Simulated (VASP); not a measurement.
B:

```xyz
1
Lattice="1.7024 0.0000 0.0000 -0.8512 1.4744 0.0000 0.0000 0.0000 3.6354" Properties=species:S:1:pos:R:3 pbc="T T T"
B     0.0000    0.0000    0.0000
```

Base run:

```yaml
Program: VASP 6.6.1
Functional: LDA
Potentials_or_basis: VASP PAW LDA potentials, release 64 (B)
Cutoff: 520 eV
k_mesh: 15 × 15 × 6
Occupations: methfessel-paxton, width 0.05 eV
Spin: no spin polarisation
```

Its results: pressure -3.4 GPa.

Task: The run is repeated on the same cell with these changes: k mesh from 15 × 15 × 6 to 8 × 8 × 3. What comes out?

Result: Pressure -1.4 GPa.

Caveats: some runs use coarse meshes.
